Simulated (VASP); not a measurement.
# BIr12 in VASP: single point with PBE

Aim: the single point of BIr12 with PBE.

Everything below comes from runs of VASP 6.6.1. Logs are shortened: lines on timing, memory, paths and dates and some standing lists are left out, and cuts for length are marked.

**1. The cell of the first run**

The cell holds a slab with vacuum, 13 atoms: a = 5.431 Å, b = 5.431 Å, c = 15.434 Å, α = 90.00°, β = 90.00°, γ = 60.00°.

**2. Single point, PBE**

INCAR

```
SYSTEM = BIr12
ALGO = Normal
EDIFF = 1E-6
ENCUT = 420
GGA = PE
GGA_COMPAT = .FALSE.
ISIF = 2
ISMEAR = 0
LASPH = .TRUE.
LCHARG = .FALSE.
LREAL = .FALSE.
LWAVE = .FALSE.
NBANDS = 116
NELM = 120
NELMDL = -8
PREC = Accurate
SIGMA = 0.05
```

KPOINTS

```
k-points
0
G
  4 4 1
  0 0 0
```

POSCAR

```
BIr12
1.0
    5.4305800000      0.0000000000      0.0000000000
    2.7152900000      4.7030200000      0.0000000000
    0.0000000000      0.0000000000     15.4340500000
Ir B
12 1
Direct
    0.1666667000      0.1666667000      0.0647918000
    0.6666667000      0.1666667000      0.0647918000
    0.1666667000      0.6666667000      0.0647918000
    0.6666667000      0.6666667000      0.0647918000
   -0.1664952297      0.3329889752      0.2068848440
    0.3333311251      0.3333326442      0.2054999848
   -0.1664929402      0.8335062226      0.2068909242
    0.3329914052      0.8335031745      0.2068813559
    0.0000146829      0.0000020887      0.3472143395
    0.4973294204      0.0053675299      0.3556220762
    0.0053741197      0.4973202207      0.3556228500
    0.4973249453      0.4973131360      0.3556259828
    0.6666541201      0.6666629901      0.4382494993
```

Potentials or basis: VASP PAW PBE potentials, release 64 (Ir_sv_GW, B).

Started as:

```sh
> cat potpaw_PBE.64/Ir_sv_GW/POTCAR potpaw_PBE.64/B/POTCAR > POTCAR
> mpirun -np 1 vasp_std > vasp.out
```

OUTCAR:

```text
SYSTEM = BIr12
   EDIFF = 1E-6
   ENCUT = 420
   GGA = PE
   ISIF = 2
   ISMEAR = 0
   LASPH = .TRUE.
   LREAL = .FALSE.
   NELM = 120
   NELMDL = -8
   PREC = Accurate

 ion  position               nearest neighbor table
   1  0.167  0.167  0.065-   6 2.68   8 2.70   5 2.70   3 2.72   3 2.72   4 2.72   4 2.72   2 2.72
                             2 2.72
   2  0.667  0.167  0.065-   6 2.68   5 2.70   7 2.70   4 2.72   3 2.72   4 2.72   3 2.72   1 2.72
                             1 2.72
   3  0.167  0.667  0.065-   6 2.68   8 2.70   7 2.70   1 2.72   1 2.72   2 2.72   2 2.72   4 2.72
                             4 2.72
   4  0.667  0.667  0.065-   8 2.70   5 2.70   7 2.70   2 2.72   1 2.72   2 2.72   1 2.72   3 2.72
                             3 2.72
   5  0.834  0.333  0.207-   9 2.67   2 2.70   1 2.70   4 2.70   7 2.71   8 2.71   6 2.72   6 2.72
                             8 2.72   7 2.72  12 2.79  11 2.79
   6  0.333  0.333  0.205-   1 2.68   3 2.68   2 2.68   5 2.72   7 2.72   8 2.72   8 2.72   7 2.72
                             5 2.72  11 2.78  10 2.78  12 2.78
   7  0.834  0.834  0.207-   9 2.67   3 2.70   2 2.70   4 2.70   5 2.71   8 2.71   6 2.72   6 2.72
                             8 2.72   5 2.72  10 2.79  11 2.79
   8  0.333  0.834  0.207-   9 2.67   3 2.70   1 2.70   4 2.70   7 2.71   5 2.71   6 2.72   6 2.72
                             5 2.72   7 2.72  10 2.79  12 2.79
   9  0.000  0.000  0.347-   7 2.67   5 2.67   8 2.67  10 2.72  11 2.72  12 2.72  12 2.72  11 2.72
                            10 2.72
  10  0.497  0.005  0.356-  13 2.04  12 2.67  11 2.67   9 2.72   9 2.72  11 2.76  12 2.76   6 2.78
                             7 2.79   8 2.79
  11  0.005  0.497  0.356-  13 2.04  12 2.67  10 2.67   9 2.72   9 2.72  10 2.76  12 2.76   6 2.78
                             7 2.79   5 2.79
  12  0.497  0.497  0.356-  13 2.04  10 2.67  11 2.67   9 2.72   9 2.72  11 2.76  10 2.76   6 2.78
                             5 2.79   8 2.79
  13  0.667  0.667  0.438-  12 2.04  10 2.04  11 2.04

  LATTYP: Found a hexagonal cell.
 ALAT       =     5.4305797945
 C/A-ratio  =     2.8420630180

  Lattice vectors:

 A1 = (  -2.7152900000,  -4.7030200000,   0.0000000000)
 A2 = (   5.4305800000,   0.0000000000,   0.0000000000)
 A3 = (   0.0000000000,   0.0000000000,  15.4340500000)

Analysis of symmetry for initial positions (statically):
=====================================================================
 Subroutine PRICEL returns:
 Original cell was already a primitive cell.

 Routine SETGRP: Setting up the symmetry group for a
 hexagonal supercell.

 Subroutine GETGRP returns: Found  1 space group operations
 (whereof  1 operations were pure point group operations)
 out of a pool of 24 trial point group operations.

The static configuration has the point symmetry C_1 .

Analysis of symmetry for dynamics (positions and initial velocities):
=====================================================================
 Subroutine PRICEL returns:
 Original cell was already a primitive cell.

 Routine SETGRP: Setting up the symmetry group for a
 hexagonal supercell.

 Subroutine GETGRP returns: Found  1 space group operations
 (whereof  1 operations were pure point group operations)
 out of a pool of 24 trial point group operations.

The dynamic configuration has the point symmetry C_1 .

 Subroutine INISYM returns: Found  1 space group operations
 (whereof  1 operations are pure point group operations),
 and found     1 'primitive' translations

----------------------------------------------------------------------------------------

                                     Primitive cell

  volume of cell :     394.1876

  direct lattice vectors                    reciprocal lattice vectors
     5.430580000  0.000000000  0.000000000     0.184142394 -0.106314666  0.000000000
     2.715290000  4.703020000  0.000000000     0.000000000  0.212629332  0.000000000
     0.000000000  0.000000000 15.434050000     0.000000000  0.000000000  0.064791808

  length of vectors
     5.430580000  5.430579795 15.434050000     0.212629324  0.212629332  0.064791808

  position of ions in fractional coordinates (direct lattice)
     0.166666700  0.166666700  0.064791800
     0.666666700  0.166666700  0.064791800
     0.166666700  0.666666700  0.064791800
     0.666666700  0.666666700  0.064791800
     0.833504770  0.332988975  0.206884844
     0.333331125  0.333332644  0.205499985
[... 37 lines left out ...]
     0.000000000  0.000000000  0.064791808     0.000000000  0.000000000  1.000000000

  Length of vectors
     0.053157331  0.053157333  0.064791808

  Shift w.r.t. Gamma in fractional coordinates (k-lattice)
     0.000000000  0.000000000  0.000000000

 Subroutine IBZKPT returns following result:
 ===========================================

 Found     10 irreducible k-points:

 Following reciprocal coordinates:
            Coordinates               Weight
  0.000000  0.000000  0.000000      1.000000
  0.250000  0.000000  0.000000      2.000000
  0.250000  0.250000  0.000000      2.000000
  0.000000  0.250000  0.000000      2.000000
  0.500000  0.000000  0.000000      1.000000
  0.500000  0.500000  0.000000      1.000000
  0.000000  0.500000  0.000000      1.000000
  0.500000  0.250000  0.000000      2.000000
  0.250000  0.500000  0.000000      2.000000
 -0.250000  0.250000  0.000000      2.000000
   k-points           NKPTS =     10   k-points in BZ     NKDIM =     10   number of bands    NBANDS=    116
   number of dos      NEDOS =    301   number of ions     NIONS =     13
   total plane-waves  NPLWV = 139968
   dimension x,y,z NGX =    36 NGY =   36 NGZ =  108
   dimension x,y,z NGXF=    72 NGYF=   72 NGZF=  216
   ions per type =              12   1
   NGX,Y,Z   is equivalent  to a cutoff of  11.02, 11.02, 11.63 a.u.
   NGXF,Y,Z  is equivalent  to a cutoff of  22.04, 22.04, 23.27 a.u.
 SYSTEM =  BIr12
   PREC   = accura    normal or accurate (medium, high low for compatibility)
   ISTART =      0    job   : 0-new  1-cont  2-samecut
   ICHARG =      2    charge: 1-file 2-atom 10-const
   ISPIN  =      1    spin polarized calculation?
   LNONCOLLINEAR =      F non collinear calculations
   LSORBIT =      F    spin-orbit coupling
   LASPH  =      T    aspherical Exc in radial PAW
   ENCUT  =  420.0 eV  30.87 Ry    5.56 a.u.   9.07  9.07 25.79*2*pi/ulx,y,z
   NELM   =    120;   NELMIN=  2; NELMDL= -8     # of ELM steps
   EDIFF  = 0.1E-05   stopping-criterion for ELM
   LREAL  =      F    real-space projection
   EDIFFG = 0.1E-04   stopping-criterion for IOM
   NSW    =      0    number of steps for IOM
   IBRION =     -1    ionic relax: 0-MD 1-quasi-New 2-CG
   NFREE  =      0    steps in history (QN), initial steepest desc. (CG)
   ISIF   =      2    stress and relaxation
   ISYM   =      2    0-nonsym 1-usesym 2-fastsym
   POTIM  = 0.5000    time-step for ionic-motion
   TEBEG  =    0.0;   TEEND  =   0.0 temperature during run
   PSTRESS=    0.0 pullay stress
   NELECT =     207.0000    total number of electrons
   NUPDOWN=      -1.0000    fix difference up-down
   EMIN   =  10.00;   EMAX   =-10.00  energy-range for DOS
   EFERMI =   0.00;   METHOD = LEGACY
   ISMEAR =     0;   SIGMA  =   0.05  broadening in eV -4-tet -1-fermi 0-gaus
   EFERMI_NEDOS =   21; number of points for ismear=-14 and -15
   IALGO  =     38    algorithm
   IMIX   =      4    mixing-type and parameters
     AMIX     =   0.40;   BMIX     =  1.00
     AMIX_MAG =   1.60;   BMIX_MAG =  1.00
  volume/ion in A,a.u.               =      30.32       204.62
  Fermi-wavevector in a.u.,A,eV,Ry     =   1.320780  2.495913 23.734833  1.744461
  Thomas-Fermi vector in A             =   2.450582
   LORBIT       =      0    0 simple, 1 ext, 2 COOP (PROOUT), +10 PAW based schemes
   GGA     = PE    functional components
   LHFCALC =     F    Hartree Fock is set to
   AEXX    =    0.0000 exact exchange contribution
   IVDW    =     0    specifies the selected vdW correction
   LEPSILON=     F    determine dielectric tensor
   LRPA    =     F    only Hartree local field effects (RPA)
 non-spin polarized calculation
 Gauss-broadening in eV      SIGMA  =   0.05
  energy-cutoff  :      420.00
  volume of cell :      394.19
 maximum number of plane-waves:      7734
   NGX = 19   NGY = 19   NGZ = 51

 number of electron     206.9999997 magnetization

 Free energy of the ion-electron system (eV)
  ---------------------------------------------------
  ext. energy  EPLUGINS =         0.00000000
  ---------------------------------------------------
  free energy    TOTEN  =      -111.85967956 eV

  energy without entropy =     -111.83439464  energy(sigma->0) =     -111.84703710

 E-fermi :   2.6431     XC(G=0):  -7.7134

 val. band max:        2.5735713188   @ k =   0.0000   0.0000   0.0000
 cond. band min:       2.6446325650   @ k =  -0.2500   0.2500   0.0000
 fundamental gap:      0.0710612461
 Fermi energy:         2.6431032957

 k-point     1 :       0.0000    0.0000    0.0000
  band No.  band energies     occupation
      1     -90.3070      2.00000
      2     -90.2725      2.00000
      3     -90.2723      2.00000
      4     -89.9915      2.00000
      5     -89.8651      2.00000
      6     -89.8612      2.00000
[... 1169 lines left out ...]
    114       3.4661      0.00000
    115       3.7594      0.00000
 [bands above 115 left out]

------------------------ aborting loop because EDIFF is reached ----------------------------------------

  FORCE on cell =-STRESS in cart. coord.  units (eV):
  Direction    XX          YY          ZZ          XY          YZ          ZX
  --------------------------------------------------------------------------------------
  -------------------------------------------------------------------------------------
  Total       -8.0641540     -8.0599369     -2.4920468     -0.0029602      0.0054710      0.0013831
  in kB      -32.7767925    -32.7596519    -10.1289363     -0.0120318      0.0222370      0.0056218
  external PRESSURE =     -25.2217936 kB  Pullay stress =       0.0000000 kB

 VOLUME and BASIS-vectors are now :
 -----------------------------------------------------------------------------
  energy-cutoff  :      420.00
  volume of cell :      394.19
      direct lattice vectors                 reciprocal lattice vectors
     5.430580000  0.000000000  0.000000000     0.184142394 -0.106314666  0.000000000
     2.715290000  4.703020000  0.000000000     0.000000000  0.212629332  0.000000000
     0.000000000  0.000000000 15.434050000     0.000000000  0.000000000  0.064791808

 POSITION                                       TOTAL-FORCE (eV/Angst)
 -----------------------------------------------------------------------------------
      1.35765      0.78384      1.00000        -0.088678     -0.051178     -0.144767
      4.07294      0.78384      1.00000         0.088685     -0.051329     -0.144742
      2.71529      3.13535      1.00000        -0.000224      0.102433     -0.144853
      5.43058      3.13535      1.00000         0.000208     -0.000034      0.392971
      5.43058      1.56605      3.19307         0.000182      0.008569      0.015831
      2.71528      1.56767      3.17170        -0.000069     -0.000006     -0.011220
      6.78964      3.92000      3.19316        -0.007518     -0.004328      0.015454
      4.07154      3.91998      3.19302         0.007420     -0.004097      0.016217
      0.00009      0.00001      5.35892        -0.000071      0.000124     -0.009355
      2.71536      0.02524      5.48869        -0.000105      0.006364      0.002494
      1.37955      2.33891      5.48870         0.005420     -0.003285      0.002571
      4.05111      2.33887      5.48875        -0.005774     -0.003381      0.001969
      5.43050      3.13533      6.76396         0.000524      0.000147      0.007431
 -----------------------------------------------------------------------------------
    total drift:                               -0.000046     -0.000264      0.001275

  FREE ENERGIE OF THE ION-ELECTRON SYSTEM (eV)
  ---------------------------------------------------
  free  energy   TOTEN  =      -111.8596795608 eV

  energy  without entropy=     -111.8343946433  energy(sigma->0) =     -111.84703710
```

Run time: 23 min. Hardware: 1 thread of Intel Xeon Platinum 8375C at 2.90GHz (Ice Lake), shared host; peak memory 0.49 GiB.

What came out:

```
Free energy            : -111.8597 eV
Largest force          : 0.393 eV/Å
Band gap on the k mesh : zero (an odd number of electrons rules out a gap without spin polarisation)
```

Forces in eV/Å, atoms in the order of the input:
```
Ir  -0.089 -0.051 -0.145
Ir   0.089 -0.051 -0.145
Ir   0.000  0.102 -0.145
Ir   0.000  0.000  0.393
Ir   0.000  0.009  0.016
Ir   0.000  0.000 -0.011
Ir  -0.008 -0.004  0.015
Ir   0.007 -0.004  0.016
Ir   0.000  0.000 -0.009
Ir   0.000  0.006  0.002
Ir   0.005 -0.003  0.003
Ir  -0.006 -0.003  0.002
B    0.001  0.000  0.007
```

Caveat: there is no dipole correction, which matters where the two faces differ; spin-orbit coupling is left out, which moves the levels of the heavy elements.

The gap in the log of VASP goes by the Fermi energy; the results here count the filled bands.